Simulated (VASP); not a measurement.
# HfO2 (Fm-3m) in VASP: single point with PBE

Aim: the single point of HfO2 with PBE.

All numbers are computed with VASP 6.6.1; they aren't measurements. Logs are shortened: lines on timing, memory, paths and dates and some standing lists are left out, and cuts for length are marked.

**1. The cell of the first run**

The structure is cubic, space group Fm-3m (No. 225). Conventional cell: a = 5.058 Å, b = 5.058 Å, c = 5.058 Å, α = 90.00°, β = 90.00°, γ = 90.00°. Within 2.9 Å of Hf (site symmetry m-3m) lie 8 O at 2.19 Å. Within 2.9 Å of O (site symmetry -43m) lie 4 Hf at 2.19 Å and 6 O at 2.53 Å.

**2. Single point, PBE, non-collinear spin, zero start, spin-orbit coupling**

File INCAR:

```
ALGO     = Normal         # electronic algorithm
EDIFF    = 1E-7           # SCF threshold, eV
ENCUT    = 520            # plane-wave cutoff, eV
GGA      = PE             # functional
GGA_COMPAT= False        
ISIF     = 2              # what is computed and relaxed
ISMEAR   = 0              # smearing method
LASPH    = True           # aspherical terms in the spheres
LCHARG   = False          # write CHGCAR
LMAXMIX  = 4              # l up to which the mixer works
LORBIT   = 11             # projections on sites
LORBMOM  = True         
LREAL    = False          # projectors in reciprocal space
LSORBIT  = True           # spin-orbit coupling
LWAVE    = False          # write WAVECAR
MAGMOM   = 0 0 0 0 0 0 0 0 0 # initial moments
NBANDS   = 35             # bands
NELM     = 150            # most SCF steps
PREC     = Accurate       # precision mode
SIGMA    = 0.01           # smearing width, eV
```

File KPOINTS:

```
k-points
0
Gamma
  6 6 6
```

File POSCAR:

```
HfO2
1.0
    0.0000000000      2.5291823181      2.5291823181
    2.5291823181      0.0000000000      2.5291823181
    2.5291823181      2.5291823181      0.0000000000
Hf O
1 2
Direct
    0.0000000000      0.0000000000      0.0000000000
    0.2500000000      0.2500000000      0.2500000000
    0.7500000000      0.7500000000      0.7500000000
```

Potentials or basis: VASP PAW PBE potentials, release 64 (Hf_pv, O).

On the command line:

```bash
$ cat potpaw_PBE.64/Hf_pv/POTCAR potpaw_PBE.64/O/POTCAR > POTCAR
$ mpirun -np 1 vasp_ncl > vasp.out
```

OUTCAR:

```text
EDIFF = 1E-7
   ENCUT = 520
   GGA = PE
   ISIF = 2
   ISMEAR = 0
   LASPH = True
   LORBIT = 11
   LREAL = False
   LSORBIT = True
   NELM = 150
   PREC = Accurate

 ion  position               nearest neighbor table
   1  0.000  0.000  0.000-   3 2.19   3 2.19   3 2.19   2 2.19   3 2.19   2 2.19   2 2.19   2 2.19

   2  0.250  0.250  0.250-   1 2.19   1 2.19   1 2.19   1 2.19
   3  0.750  0.750  0.750-   1 2.19   1 2.19   1 2.19   1 2.19

  LATTYP: Found a face centered cubic cell.
 ALAT       =     5.0583646362

  Lattice vectors:

 A1 = (   0.0000000000,   2.5291823181,   2.5291823181)
 A2 = (   2.5291823181,   0.0000000000,   2.5291823181)
 A3 = (   2.5291823181,   2.5291823181,   0.0000000000)

Analysis of symmetry for initial positions (statically):
=====================================================================
 Subroutine PRICEL returns:
 Original cell was already a primitive cell.

 Routine SETGRP: Setting up the symmetry group for a
 face centered cubic supercell.

 Subroutine GETGRP returns: Found 48 space group operations
 (whereof 48 operations were pure point group operations)
 out of a pool of 48 trial point group operations.

The static configuration has the point symmetry O_h .

Analysis of symmetry for dynamics (positions and initial velocities):
=====================================================================
 Subroutine PRICEL returns:
 Original cell was already a primitive cell.

 Routine SETGRP: Setting up the symmetry group for a
 face centered cubic supercell.

 Subroutine GETGRP returns: Found 48 space group operations
 (whereof 48 operations were pure point group operations)
 out of a pool of 48 trial point group operations.

The dynamic configuration has the point symmetry O_h .

Analysis of structural, dynamic, and magnetic symmetry:
=====================================================================
 Subroutine PRICEL returns:
 Original cell was already a primitive cell.

 Routine SETGRP: Setting up the symmetry group for a
 face centered cubic supercell.

 Subroutine GETGRP returns: Found 48 space group operations
 (whereof 48 operations were pure point group operations)
 out of a pool of 48 trial point group operations.

The overall configuration has the point symmetry O_h .

 Subroutine INISYM returns: Found 48 space group operations
[... 764 lines left out ...]
 -----------------------------------------------------------------------------------
      0.00000      0.00000      0.00000         0.000000      0.000000     -0.000000
      1.26459      1.26459      1.26459        -0.000000     -0.000000     -0.000000
      3.79377      3.79377      3.79377         0.000000      0.000000      0.000000
 -----------------------------------------------------------------------------------
    total drift:                                0.000000      0.000000      0.000000

  FREE ENERGIE OF THE ION-ELECTRON SYSTEM (eV)
  ---------------------------------------------------
  free  energy   TOTEN  =       -30.8687167661 eV

  energy  without entropy=      -30.8687167661  energy(sigma->0) =      -30.86871677

 orbital moment (x)

 # of ion     p       d       tot
 ----------------------------------------
  1         0.000   0.000   0.000
  2        -0.000   0.000  -0.000
  3        -0.000   0.000  -0.000
 ----------------------------------------
           -0.000   0.000  -0.000

 orbital moment (y)

 # of ion     p       d       tot
 ----------------------------------------
  1         0.000  -0.000  -0.000
  2         0.000   0.000   0.000
  3         0.000   0.000   0.000
 ----------------------------------------
            0.000  -0.000   0.000

 orbital moment (z)

 # of ion     p       d       tot
 ----------------------------------------
  1         0.000   0.000   0.000
  2         0.000   0.000   0.000
  3        -0.000   0.000  -0.000
 ----------------------------------------
            0.000   0.000   0.000

 Spin-Orbit-Coupling matrix elements

 Ion:    1  E_soc:     -1.2334180
 l=   1
     0.0000000    -0.2018799    -0.2018799
    -0.2018799     0.0000000    -0.2018799
    -0.2018799    -0.2018799     0.0000000
 l=   2
     0.0000000    -0.0009032     0.0000000    -0.0009032    -0.0027866
    -0.0009032     0.0000000    -0.0020900    -0.0009032    -0.0006967
     0.0000000    -0.0020900     0.0000000    -0.0020900     0.0000000
    -0.0009032    -0.0009032    -0.0020900     0.0000000    -0.0006967
    -0.0027866    -0.0006967     0.0000000    -0.0006967     0.0000000
 l=   3
     0.0000000     0.0000000     0.0000000     0.0000000     0.0000000     0.0000000     0.0000000
     0.0000000     0.0000000     0.0000000     0.0000000     0.0000000     0.0000000     0.0000000
     0.0000000     0.0000000     0.0000000     0.0000000     0.0000000     0.0000000     0.0000000
     0.0000000     0.0000000     0.0000000     0.0000000     0.0000000     0.0000000     0.0000000
[... 29 lines left out ...]
 l=   2
     0.0000000     0.0000000     0.0000000     0.0000000     0.0000000
     0.0000000     0.0000000     0.0000000     0.0000000     0.0000000
     0.0000000     0.0000000     0.0000000     0.0000000     0.0000000
     0.0000000     0.0000000     0.0000000     0.0000000     0.0000000
     0.0000000     0.0000000     0.0000000     0.0000000     0.0000000
 l=   3
     0.0000000     0.0000000     0.0000000     0.0000000     0.0000000     0.0000000     0.0000000
     0.0000000     0.0000000     0.0000000     0.0000000     0.0000000     0.0000000     0.0000000
     0.0000000     0.0000000     0.0000000     0.0000000     0.0000000     0.0000000     0.0000000
     0.0000000     0.0000000     0.0000000     0.0000000     0.0000000     0.0000000     0.0000000
     0.0000000     0.0000000     0.0000000     0.0000000     0.0000000     0.0000000     0.0000000
     0.0000000     0.0000000     0.0000000     0.0000000     0.0000000     0.0000000     0.0000000
     0.0000000     0.0000000     0.0000000     0.0000000     0.0000000     0.0000000     0.0000000

 total charge

# of ion       s       p       d       tot
------------------------------------------
    1        0.295   6.631   1.379   8.305
    2        1.562   3.557   0.000   5.119
    3        1.562   3.557   0.000   5.119
--------------------------------------------------
tot          3.418  13.744   1.379  18.542

 magnetization (x)

# of ion       s       p       d       tot
------------------------------------------
    1        0.000   0.000   0.000   0.000
    2       -0.000  -0.000   0.000  -0.000
    3       -0.000   0.000   0.000  -0.000
--------------------------------------------------
tot         -0.000  -0.000   0.000  -0.000

 magnetization (y)

# of ion       s       p       d       tot
------------------------------------------
    1        0.000   0.000   0.000   0.000
    2       -0.000  -0.000   0.000  -0.000
    3       -0.000   0.000   0.000  -0.000
--------------------------------------------------
tot         -0.000  -0.000   0.000  -0.000

 magnetization (z)

# of ion       s       p       d       tot
------------------------------------------
    1        0.000   0.000   0.000   0.000
    2        0.000   0.000   0.000   0.000
    3        0.000   0.000   0.000   0.000
--------------------------------------------------
tot          0.000   0.000   0.000   0.000
```

OSZICAR:

```text
N       E                     dE             d eps       ncg     rms          rms(c)
DAV:   1     0.112245840590E+03    0.11225E+03   -0.12065E+04  1120   0.125E+03
DAV:   2    -0.302025376687E+02   -0.14245E+03   -0.13656E+03  1415   0.332E+02
DAV:   3    -0.366042027205E+02   -0.64017E+01   -0.63654E+01  1345   0.603E+01
DAV:   4    -0.366557149741E+02   -0.51512E-01   -0.51486E-01  1367   0.590E+00
DAV:   5    -0.366562978825E+02   -0.58291E-03   -0.58284E-03  1363   0.577E-01    0.544E+01
DAV:   6    -0.309752443136E+02    0.56811E+01   -0.15737E+01  1166   0.343E+01    0.447E+01
DAV:   7    -0.309017759151E+02    0.73468E-01   -0.90258E-01  1298   0.752E+00    0.309E+01
DAV:   8    -0.308799991145E+02    0.21777E-01   -0.20239E-01  1225   0.424E+00    0.118E+01
DAV:   9    -0.308726511554E+02    0.73480E-02   -0.15272E-02  1369   0.989E-01    0.280E+00
DAV:  10    -0.308685195641E+02    0.41316E-02   -0.11374E-02  1204   0.895E-01    0.144E+00
DAV:  11    -0.308686644934E+02   -0.14493E-03   -0.81530E-04  1243   0.257E-01    0.113E-01
DAV:  12    -0.308687036204E+02   -0.39127E-04   -0.43689E-05  1277   0.543E-02    0.137E-01
DAV:  13    -0.308687150312E+02   -0.11411E-04   -0.24962E-05  1236   0.398E-02    0.251E-02
DAV:  14    -0.308687163600E+02   -0.13288E-05   -0.47899E-06  1218   0.197E-02    0.106E-02
DAV:  15    -0.308687168007E+02   -0.44073E-06   -0.34348E-07  1434   0.452E-03    0.142E-02
DAV:  16    -0.308687167661E+02    0.34597E-07   -0.36166E-08   927   0.132E-03
   1 F= -.30868717E+02 E0= -.30868717E+02  d E =-.195277-104  mag=    -0.0000    -0.0000    -0.0000
```

Wall time 27 s (1 thread of Intel Xeon 6975P-C (Granite Rapids), shared host); peak memory 0.25 GiB.

What came out:

| Property | Result |
| --- | --- |
| Free energy | -30.8687 eV |
| Pressure | 2.3 GPa |
| Net moment | 0.00 μB per cell |
| Valence electrons inside the program's atomic spheres | Hf 8.30; O 5.12 |

Moments on the atoms (μB; x, y, z):
```
Hf  0.00 0.00 0.00
O   0.00 0.00 0.00
O   0.00 0.00 0.00
```
